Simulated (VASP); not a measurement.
# AlCo3 (Pm-3m) in VASP: single point with PBEsol

Aim: the single point of AlCo3 with PBEsol.

All numbers are computed with VASP 6.6.1; they aren't measurements. Logs are shortened: lines on timing, memory, paths and dates and some standing lists are left out, and cuts for length are marked.

## (1) The cell of the first run

The structure is cubic, space group Pm-3m (No. 221). Conventional cell: a = 3.622 Å, b = 3.622 Å, c = 3.622 Å, α = 90.00°, β = 90.00°, γ = 90.00°. Within 3.4 Å of Co (site symmetry 4/mmm) lie 8 Co at 2.56 Å and 4 Al at 2.56 Å. Al (site symmetry m-3m) has 12 Co at 2.56 Å within 3.4 Å.

## (2) Single point, PBEsol, collinear spin, ferromagnetic start

Contents of INCAR:

```
SYSTEM = AlCo3
PREC = Accurate
ENCUT = 600
EDIFF = 1E-6
ISMEAR = -1
SIGMA = 0.05
LREAL = .FALSE.
LASPH = .TRUE.
NELM = 200
ALGO = Normal
ISIF = 2
LWAVE = .FALSE.
LCHARG = .FALSE.
ISPIN = 2
MAGMOM = 2 2 2 0
LORBIT = 11
LMAXMIX = 4
GGA = PS
NBANDS = 39
GGA_COMPAT = .FALSE.
```

Contents of KPOINTS:

```
Automatic mesh
0
G
  8 8 8
  0 0 0
```

Contents of POSCAR:

```
AlCo3
1.0
    3.6219921844      0.0000000000      0.0000000000
    0.0000000000      3.6219921844      0.0000000000
    0.0000000000      0.0000000000      3.6219921844
Co Al
3 1
Direct
    0.0000000000      0.5000000000      0.5000000000
    0.5000000000      0.0000000000      0.5000000000
    0.5000000000      0.5000000000      0.0000000000
    0.0000000000      0.0000000000      0.0000000000
```

Potentials or basis: VASP PAW PBE potentials, release 64 (Co_sv, Al).

Run with:

```sh
> cat potpaw_PBE.64/Co_sv/POTCAR potpaw_PBE.64/Al/POTCAR > POTCAR
> mpirun -np 1 vasp_std > vasp.out
```

OUTCAR:

```text
SYSTEM = AlCo3
   PREC = Accurate
   ENCUT = 600
   EDIFF = 1E-6
   ISMEAR = -1
   LREAL = .FALSE.
   LASPH = .TRUE.
   NELM = 200
   ISIF = 2
   ISPIN = 2
   LORBIT = 11
   GGA = PS

 ion  position               nearest neighbor table
   1  0.000  0.500  0.500-   4 2.56   4 2.56   4 2.56   4 2.56
   2  0.500  0.000  0.500-   4 2.56   4 2.56   4 2.56   4 2.56
   3  0.500  0.500  0.000-   4 2.56   4 2.56   4 2.56   4 2.56
   4  0.000  0.000  0.000-   1 2.56   2 2.56   3 2.56   1 2.56   2 2.56   1 2.56   3 2.56   1 2.56
                             2 2.56   3 2.56   2 2.56   3 2.56

  LATTYP: Found a simple cubic cell.
 ALAT       =     3.6219921844

  Lattice vectors:

 A1 = (   3.6219921844,   0.0000000000,   0.0000000000)
 A2 = (   0.0000000000,   3.6219921844,   0.0000000000)
 A3 = (   0.0000000000,   0.0000000000,   3.6219921844)

Analysis of symmetry for initial positions (statically):
=====================================================================
 Subroutine PRICEL returns:
 Original cell was already a primitive cell.

 Routine SETGRP: Setting up the symmetry group for a
 simple cubic supercell.

 Subroutine GETGRP returns: Found 48 space group operations
 (whereof 48 operations were pure point group operations)
 out of a pool of 48 trial point group operations.

The static configuration has the point symmetry O_h .

Analysis of symmetry for dynamics (positions and initial velocities):
=====================================================================
 Subroutine PRICEL returns:
 Original cell was already a primitive cell.

 Routine SETGRP: Setting up the symmetry group for a
 simple cubic supercell.

 Subroutine GETGRP returns: Found 48 space group operations
 (whereof 48 operations were pure point group operations)
 out of a pool of 48 trial point group operations.

The dynamic configuration has the point symmetry O_h .

Analysis of structural, dynamic, and magnetic symmetry:
=====================================================================
 Subroutine PRICEL returns:
 Original cell was already a primitive cell.

 Routine SETGRP: Setting up the symmetry group for a
 simple cubic supercell.

 Subroutine GETGRP returns: Found 48 space group operations
 (whereof 48 operations were pure point group operations)
 out of a pool of 48 trial point group operations.

The overall configuration has the point symmetry O_h .

 Subroutine INISYM returns: Found 48 space group operations
 (whereof 48 operations are pure point group operations),
 and found     1 'primitive' translations

----------------------------------------------------------------------------------------

                                     Primitive cell

  volume of cell :      47.5163

[... 123 lines left out ...]
 spin polarized calculation
  energy-cutoff  :      600.00
  volume of cell :       47.52
 maximum number of plane-waves:      1622
 NGX is ok and might be reduce to    30
   NGX = 15   NGY = 15   NGZ = 15

 number of electron      54.0000077 magnetization       3.9041838

 Free energy of the ion-electron system (eV)
  ---------------------------------------------------
  ext. energy  EPLUGINS =         0.00000000
  ---------------------------------------------------
  free energy    TOTEN  =       -28.09778058 eV

  energy without entropy =      -28.04213341  energy(sigma->0) =      -28.06995699

 E-fermi :  10.6168     XC(G=0): -13.0104

 val. band max:       10.6122994137   @ k =   0.5000   0.2500   0.0000
 cond. band min:      10.6203537604   @ k =   0.3750   0.2500   0.2500
 fundamental gap:      0.0080543467
 Fermi energy:        10.6168205588

 spin component 1

 k-point     1 :       0.0000    0.0000    0.0000
  band No.  band energies     occupation
      1     -84.7493      1.00000
      2     -84.7119      1.00000
      3     -84.7119      1.00000
      4     -48.2692      1.00000
      5     -48.2692      1.00000
      6     -48.2692      1.00000
[... 997 lines left out ...]
     38      23.7961      0.00000
     39      24.9299      0.00000

 [... further k-points ...]

 spin component 2

 k-point     1 :       0.0000    0.0000    0.0000
  band No.  band energies     occupation
      1     -83.1524      1.00000
      2     -83.1129      1.00000
      3     -83.1129      1.00000
      4     -46.6538      1.00000
      5     -46.6538      1.00000
      6     -46.6538      1.00000
[... 997 lines left out ...]
     38      23.9942      0.00000
     39      24.9008      0.00000

 [... further k-points ...]

------------------------ aborting loop because EDIFF is reached ----------------------------------------

  FORCE on cell =-STRESS in cart. coord.  units (eV):
  Direction    XX          YY          ZZ          XY          YZ          ZX
  --------------------------------------------------------------------------------------
  -------------------------------------------------------------------------------------
  Total       -4.7811353     -4.7811353     -4.7811353     -0.0000000      0.0000000     -0.0000000
  in kB     -161.2126407   -161.2126407   -161.2126407     -0.0000000      0.0000000     -0.0000000
  external PRESSURE =    -161.2126407 kB  Pullay stress =       0.0000000 kB

 VOLUME and BASIS-vectors are now :
 -----------------------------------------------------------------------------
  energy-cutoff  :      600.00
  volume of cell :       47.52
      direct lattice vectors                 reciprocal lattice vectors
     3.621992184  0.000000000  0.000000000     0.276091153  0.000000000  0.000000000
     0.000000000  3.621992184  0.000000000     0.000000000  0.276091153  0.000000000
     0.000000000  0.000000000  3.621992184     0.000000000  0.000000000  0.276091153

 POSITION                                       TOTAL-FORCE (eV/Angst)
 -----------------------------------------------------------------------------------
      0.00000      1.81100      1.81100         0.000000      0.000000      0.000000
      1.81100      0.00000      1.81100         0.000000      0.000000      0.000000
      1.81100      1.81100      0.00000         0.000000      0.000000      0.000000
      0.00000      0.00000      0.00000         0.000000      0.000000      0.000000
 -----------------------------------------------------------------------------------
    total drift:                                0.000000      0.000000     -0.000000

  FREE ENERGIE OF THE ION-ELECTRON SYSTEM (eV)
  ---------------------------------------------------
  free  energy   TOTEN  =       -28.0977805795 eV

  energy  without entropy=      -28.0421334083  energy(sigma->0) =      -28.06995699

 total charge

# of ion       s       p       d       tot
------------------------------------------
    1        2.230   6.104   6.721  15.054
    2        2.230   6.104   6.721  15.054
    3        2.230   6.104   6.721  15.054
    4        0.403   0.397   0.000   0.801
--------------------------------------------------
tot          7.092  18.709  20.162  45.963

 magnetization (x)

# of ion       s       p       d       tot
------------------------------------------
    1        0.001   0.001   1.339   1.341
    2        0.001   0.001   1.339   1.341
    3        0.001   0.001   1.339   1.341
    4       -0.002  -0.038   0.000  -0.040
--------------------------------------------------
tot          0.000  -0.035   4.016   3.981
```

OSZICAR:

```text
N       E                     dE             d eps       ncg     rms          rms(c)
DAV:   1     0.124473140427E+04    0.12447E+04   -0.30983E+04  7165   0.402E+03
DAV:   2     0.123156449815E+03   -0.11216E+04   -0.10775E+04  7758   0.113E+03
DAV:   3    -0.281093214190E+02   -0.15127E+03   -0.14780E+03  8399   0.419E+02
DAV:   4    -0.331387114559E+02   -0.50294E+01   -0.50209E+01  8293   0.739E+01
DAV:   5    -0.333866957844E+02   -0.24798E+00   -0.24797E+00  8240   0.171E+01    0.247E+01
DAV:   6    -0.338328705495E+02   -0.44617E+00   -0.51631E+01  7411   0.151E+02    0.373E+01
DAV:   7    -0.281129777073E+02    0.57199E+01   -0.21379E+01  7002   0.856E+01    0.483E+00
DAV:   8    -0.281239943963E+02   -0.11017E-01   -0.41204E-01  8413   0.821E+00    0.209E+00
DAV:   9    -0.281072639635E+02    0.16730E-01   -0.20014E-02  8186   0.174E+00    0.983E-01
DAV:  10    -0.280983542248E+02    0.89097E-02   -0.11758E-02  8490   0.156E+00    0.404E-01
DAV:  11    -0.280977062535E+02    0.64797E-03   -0.15145E-03  8245   0.846E-01    0.218E-01
DAV:  12    -0.280978111280E+02   -0.10487E-03   -0.66287E-04  8633   0.375E-01    0.137E-01
DAV:  13    -0.280977882389E+02    0.22889E-04   -0.92277E-05  8808   0.206E-01    0.818E-02
DAV:  14    -0.280977795833E+02    0.86556E-05   -0.41040E-05 10339   0.112E-01    0.419E-02
DAV:  15    -0.280977805795E+02   -0.99622E-06   -0.78745E-06  6501   0.359E-02
   1 F= -.28097781E+02 E0= -.28069957E+02  d E =-.556472E-01  mag=     3.9045
```

stdout:

```text
POSCAR found type information on POSCAR CoAl
 POSCAR found :  2 types and       4 ions
 scaLAPACK will be used
 -----------------------------------------------------------------------------
|                                                                             |
|                                                                             |
|     You enforced a specific xc type in the INCAR file but a different       |
|     I HOPE YOU KNOW WHAT YOU ARE DOING!                                     |
|                                                                             |
 -----------------------------------------------------------------------------

 LDA part: xc-table for (Slater+PW92), standard interpolation
 POSCAR, INCAR and KPOINTS ok, starting setup
 FFT: planning ... GRIDC
 FFT: planning ... GRID_SOFT
 FFT: planning ... GRID
 WAVECAR not read
 entering main loop
```

Run time: 2.5 min. Hardware: 1 thread of Intel Xeon Platinum 8488C (Sapphire Rapids), shared host; peak memory 0.26 GiB.

What came out:

```yaml
Free_energy: -28.0978 eV
Pressure: -16.1 GPa
Net_moment: 3.90 μB per cell
Site_moments: Co +1.34; Al -0.04 μB
Valence_electrons_inside_the_program's_atomic_spheres: Co 15.05; Al 0.80
```

Levels at points of the mesh, in eV from the Fermi level:
Spin up:
| k point | band 27 | band 28 | band 29 | band 30 | band 31 | band 32 |
| --- | --- | --- | --- | --- | --- | --- |
| (0.00, 0.00, 0.00) | -0.27 | -0.27 | 0.72 | 0.72 | 0.72 | 6.40 |
| (0.50, 0.00, 0.00) | -1.40 | -0.99 | -0.27 | 5.25 | 5.25 | 5.36 |
| (0.50, 0.50, 0.00) | -1.22 | -1.21 | -0.78 | 0.64 | 0.64 | 7.78 |
| (0.50, 0.50, 0.50) | -1.32 | -0.47 | -0.47 | -0.47 | -0.38 | 3.09 |
Spin down:
| k point | band 23 | band 24 | band 25 | band 26 | band 27 | band 28 |
| --- | --- | --- | --- | --- | --- | --- |
| (0.00, 0.00, 0.00) | 0.57 | 0.57 | 0.72 | 0.72 | 0.72 | 0.96 |
| (0.50, 0.00, 0.00) | -0.77 | -0.20 | -0.20 | -0.20 | 0.03 | 0.64 |
| (0.50, 0.50, 0.00) | -0.36 | -0.36 | -0.28 | -0.28 | 0.09 | 0.10 |
| (0.50, 0.50, 0.50) | -0.30 | -0.30 | -0.30 | -0.27 | -0.04 | -0.04 |

Caveat: the cell stands under tension; the PAW data sets were made with another functional, which shifts forces and pressure a little.
